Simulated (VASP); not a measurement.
# Al6N (P3m1) in VASP: notebook

Runs on Al6N. Level: PBE. Tasks: single point.

Everything below comes from runs of VASP 6.6.1. Logs are shortened: lines on timing, memory, paths and dates and some standing lists are left out, and cuts for length are marked.

**1. The cell of the first run**

It takes space group P3m1 (No. 156, trigonal). The conventional cell has a = 2.948 Å, b = 2.948 Å, c = 28.614 Å, α = 90.00°, β = 90.00°, γ = 120.00°. Al (site symmetry 3m) has 12 Al at 2.88 to 2.95 Å within 3.8 Å. Within 3.8 Å of Al (site symmetry 3m) lie 12 Al at 2.88 to 2.95 Å. Al (site symmetry 3m) has 12 Al at 2.88 to 2.95 Å within 3.8 Å. Al (site symmetry 3m) has 12 Al at 2.88 to 2.95 Å within 3.8 Å. Al (site symmetry 3m) has 4 N at 1.84 to 1.88 Å within 2.4 Å. Al (site symmetry 3m) has 3 N at 1.86 Å within 2.5 Å. Within 2.5 Å of Al (site symmetry 3m) lie 1 N at 1.90 Å. Al (site symmetry 3m) has 12 Al at 2.85 to 2.97 Å and 3 N at 3.60 Å within 3.8 Å.

**2. Single point, PBE**

File INCAR:

```
PREC = Accurate ; ENCUT = 520
EDIFF = 1E-6 ; ISMEAR = 0
SIGMA = 0.2 ; LREAL = False
LASPH = True ; NELM = 100
ALGO = Normal ; ISIF = 2
LWAVE = False ; LCHARG = True
GGA = PE ; LELF = True
LVHAR = True ; NBANDS = 36
```

File KPOINTS:

```
Automatic mesh
0
Gamma
  6 6 1
```

File POSCAR:

```
Al6N
1.0
    2.9481447355      0.0000000000      0.0000000000
   -1.4740723677      2.5531682350      0.0000000000
    0.0000000000      0.0000000000     28.6135758270
Al N
12 2
Direct
    0.6666666667      0.3333333333      0.6761311131
    0.0000000000      0.0000000000      0.7574089972
    0.3333333333      0.6666666667      0.8385815811
    0.3333333333      0.6666666667      0.5938175215
    0.3333333333      0.6666666667      0.0917440398
    0.6666666667      0.3333333333      0.1835713033
    0.0000000000      0.0000000000      0.0008384681
    0.0000000000      0.0000000000      0.2685823329
    0.6666666667      0.3333333333      0.9214746610
    0.6666666667      0.3333333333      0.4300137337
    0.0000000000      0.0000000000      0.5128238619
    0.3333333333      0.6666666667      0.3485255763
    0.0000000000      0.0000000000      0.0672108258
    0.3333333333      0.6666666667      0.1575759841
```

Potentials or basis: VASP PAW PBE potentials, release 64 (Al, N).

Run with:

```
$ cat potpaw_PBE.64/Al/POTCAR potpaw_PBE.64/N/POTCAR > POTCAR
$ mpirun -np 1 vasp_std > vasp.out
```

OUTCAR:

```text
PREC = Accurate
   ENCUT = 520
   EDIFF = 1E-6
   ISMEAR = 0
   LREAL = False
   LASPH = True
   NELM = 100
   ISIF = 2
   GGA = PE

 ion  position               nearest neighbor table
   1  0.667  0.333  0.676-   2 2.88   2 2.88   2 2.88   4 2.91   4 2.91   4 2.91
   2  0.000  0.000  0.757-   3 2.88   3 2.88   3 2.88   1 2.88   1 2.88   1 2.88
   3  0.333  0.667  0.839-   2 2.88   2 2.88   2 2.88   9 2.92   9 2.92   9 2.92
   4  0.333  0.667  0.594-  11 2.88  11 2.88  11 2.88   1 2.91   1 2.91   1 2.91
   5  0.333  0.667  0.092-  13 1.84  13 1.84  13 1.84  14 1.88   7 3.11   7 3.11   7 3.11   6 3.13
                             6 3.13   6 3.13
   6  0.667  0.333  0.184-  14 1.86  14 1.86  14 1.86   8 2.97   8 2.97   8 2.97   5 3.13   5 3.13
                             5 3.13
   7  0.000  0.000  0.001-  13 1.90   9 2.84   9 2.84   9 2.84   5 3.11   5 3.11   5 3.11
   8  0.000  0.000  0.269-  12 2.85  12 2.85  12 2.85   6 2.97   6 2.97   6 2.97
   9  0.667  0.333  0.921-   7 2.84   7 2.84   7 2.84   3 2.92   3 2.92   3 2.92
  10  0.667  0.333  0.430-  12 2.89  12 2.89  12 2.89  11 2.92  11 2.92  11 2.92
  11  0.000  0.000  0.513-   4 2.88   4 2.88   4 2.88  10 2.92  10 2.92  10 2.92
  12  0.333  0.667  0.349-   8 2.85   8 2.85   8 2.85  10 2.89  10 2.89  10 2.89
  13  0.000  0.000  0.067-   5 1.84   5 1.84   5 1.84   7 1.90
  14  0.333  0.667  0.158-   6 1.86   6 1.86   6 1.86   5 1.88

  LATTYP: Found a hexagonal cell.
 ALAT       =     2.9481447355
 C/A-ratio  =     9.7056211259

  Lattice vectors:

 A1 = (   2.9481447355,   0.0000000000,   0.0000000000)
 A2 = (  -1.4740723677,   2.5531682350,   0.0000000000)
 A3 = (   0.0000000000,   0.0000000000,  28.6135758270)

Analysis of symmetry for initial positions (statically):
=====================================================================
 Subroutine PRICEL returns:
 Original cell was already a primitive cell.

 Routine SETGRP: Setting up the symmetry group for a
 hexagonal supercell.

 Subroutine GETGRP returns: Found  6 space group operations
 (whereof  6 operations were pure point group operations)
 out of a pool of 24 trial point group operations.

The static configuration has the point symmetry C_3v.

Analysis of symmetry for dynamics (positions and initial velocities):
=====================================================================
 Subroutine PRICEL returns:
 Original cell was already a primitive cell.

 Routine SETGRP: Setting up the symmetry group for a
 hexagonal supercell.

[... 125 lines left out ...]
   ISMEAR =     0;   SIGMA  =   0.20  broadening in eV -4-tet -1-fermi 0-gaus
   EFERMI_NEDOS =   21; number of points for ismear=-14 and -15
   IALGO  =     38    algorithm
   IMIX   =      4    mixing-type and parameters
     AMIX     =   0.40;   BMIX     =  1.00
     AMIX_MAG =   1.60;   BMIX_MAG =  1.00
  volume/ion in A,a.u.               =      15.38       103.82
  Fermi-wavevector in a.u.,A,eV,Ry     =   0.978575  1.849238 13.029054  0.957608
  Thomas-Fermi vector in A             =   2.109361
   LORBIT       =      0    0 simple, 1 ext, 2 COOP (PROOUT), +10 PAW based schemes
   GGA     = PE    functional components
   LHFCALC =     F    Hartree Fock is set to
   AEXX    =    0.0000 exact exchange contribution
   IVDW    =     0    specifies the selected vdW correction
   LEPSILON=     F    determine dielectric tensor
   LRPA    =     F    only Hartree local field effects (RPA)
 non-spin polarized calculation
 Gauss-broadening in eV      SIGMA  =   0.20
  energy-cutoff  :      520.00
  volume of cell :      215.38
 maximum number of plane-waves:      5927
 NGX is ok and might be reduce to    24
   NGX = 11   NGY = 11   NGZ =107

 number of electron      46.0000002 magnetization

 Free energy of the ion-electron system (eV)
  ---------------------------------------------------
  ext. energy  EPLUGINS =         0.00000000
  ---------------------------------------------------
  free energy    TOTEN  =       -66.03446715 eV

  energy without entropy =      -65.97640656  energy(sigma->0) =      -66.00543686

 E-fermi :   7.6614     XC(G=0): -10.1934

 val. band max:        7.6300885900   @ k =   0.3333  -0.0000   0.0000
 cond. band min:       7.7917659606   @ k =   0.3333   0.1667   0.0000
 fundamental gap:      0.1616773706
 Fermi energy:         7.6613721201

 k-point     1 :       0.0000    0.0000    0.0000
  band No.  band energies     occupation
      1      -9.4799      2.00000
      2      -8.5233      2.00000
      3      -3.0917      2.00000
      4      -2.9157      2.00000
      5      -2.6660      2.00000
      6      -2.2333      2.00000
[... 255 lines left out ...]
     34       9.1184      0.00000
     35       9.1708      0.00000
 [bands above 35 left out]

------------------------ aborting loop because EDIFF is reached ----------------------------------------

  FORCE on cell =-STRESS in cart. coord.  units (eV):
  Direction    XX          YY          ZZ          XY          YZ          ZX
  --------------------------------------------------------------------------------------
  -------------------------------------------------------------------------------------
  Total        0.2738171      0.2738171      0.1981600      0.0000000     -0.0000000     -0.0000000
  in kB        2.0369051      2.0369051      1.4740976      0.0000000     -0.0000000     -0.0000000
  external PRESSURE =       1.8493026 kB  Pullay stress =       0.0000000 kB

 VOLUME and BASIS-vectors are now :
 -----------------------------------------------------------------------------
  energy-cutoff  :      520.00
  volume of cell :      215.38
      direct lattice vectors                 reciprocal lattice vectors
     2.948144736  0.000000000  0.000000000     0.339196373  0.195835117  0.000000000
    -1.474072368  2.553168235  0.000000000     0.000000000  0.391670234  0.000000000
     0.000000000  0.000000000 28.613575827     0.000000000  0.000000000  0.034948446

 POSITION                                       TOTAL-FORCE (eV/Angst)
 -----------------------------------------------------------------------------------
      1.47407      0.85106     19.34653        -0.000000      0.000000      0.010762
      0.00000      0.00000     21.67218        -0.000000      0.000000     -0.033594
     -0.00000      1.70211     23.99482        -0.000000      0.000000      0.031496
     -0.00000      1.70211     16.99124        -0.000000      0.000000      0.028756
     -0.00000      1.70211      2.62513        -0.000000     -0.000000     -0.025105
      1.47407      0.85106      5.25263        -0.000000      0.000000     -0.023744
      0.00000      0.00000      0.02399         0.000000      0.000000      0.042843
      0.00000      0.00000      7.68510        -0.000000      0.000000      0.023320
      1.47407      0.85106     26.36669        -0.000000      0.000000     -0.017920
      1.47407      0.85106     12.30423        -0.000000      0.000000      0.022272
      0.00000      0.00000     14.67372        -0.000000      0.000000     -0.033733
     -0.00000      1.70211      9.97256         0.000000      0.000000     -0.040038
      0.00000      0.00000      1.92314        -0.000000      0.000000      0.034582
     -0.00000      1.70211      4.50881         0.000000     -0.000000     -0.019896
 -----------------------------------------------------------------------------------
    total drift:                                0.000000      0.000000     -0.000760

  FREE ENERGIE OF THE ION-ELECTRON SYSTEM (eV)
  ---------------------------------------------------
  free  energy   TOTEN  =       -66.0344671521 eV

  energy  without entropy=      -65.9764065622  energy(sigma->0) =      -66.00543686
```

OSZICAR:

```text
N       E                     dE             d eps       ncg     rms          rms(c)
DAV:   1     0.109037721347E+03    0.10904E+03   -0.17098E+04   504   0.104E+03
DAV:   2    -0.557950927765E+02   -0.16483E+03   -0.15449E+03   644   0.164E+02
DAV:   3    -0.719467691498E+02   -0.16152E+02   -0.15926E+02   632   0.494E+01
[... 12 lines left out ...]
DAV:  16    -0.660344847865E+02    0.90193E-04   -0.17468E-03   600   0.176E-01    0.453E-02
DAV:  17    -0.660344818673E+02    0.29192E-05   -0.25810E-04   616   0.796E-02    0.250E-02
DAV:  18    -0.660344684464E+02    0.13421E-04   -0.61313E-05   592   0.391E-02    0.138E-02
DAV:  19    -0.660344676489E+02    0.79751E-06   -0.11317E-05   616   0.168E-02    0.104E-02
DAV:  20    -0.660344671521E+02    0.49684E-06   -0.70274E-06   568   0.123E-02
   1 F= -.66034467E+02 E0= -.66005437E+02  d E =-.580606E-01
```

It took 72 s on 1 thread of AMD EPYC 9R45 (Zen 5), shared host; peak memory 0.3 GiB.

Results:

```yaml
Free_energy: -66.0345 eV
Pressure: 0.2 GPa
Largest_force: 0.043 eV/Å
Band_gap_on_the_k_mesh: zero (band 23 reaches 10.23 eV, above the bottom of band 24 at 6.16 eV)
```

Forces on the atoms (eV/Å):
```
Al   0.000  0.000  0.011
Al   0.000  0.000 -0.034
Al   0.000  0.000  0.031
Al   0.000  0.000  0.029
Al   0.000  0.000 -0.025
Al   0.000  0.000 -0.024
Al   0.000  0.000  0.043
Al   0.000  0.000  0.023
Al   0.000  0.000 -0.018
Al   0.000  0.000  0.022
Al   0.000  0.000 -0.034
Al   0.000  0.000 -0.040
N    0.000  0.000  0.035
N    0.000  0.000 -0.020
```

Levels at points of the mesh, in eV from the Fermi level:
```tsv
k point	band 21	band 22	band 23	band 24	band 25	band 26
(0.00, 0.00, 0.00)	-0.80	0.96	1.95	3.89	4.49	6.26
(0.50, 0.00, 0.00)	-2.62	-2.05	-1.44	-1.30	-0.42	-0.38
```

Caveat: the k points lie up to 0.41 Å⁻¹ apart.

[end of part 1 of 2]
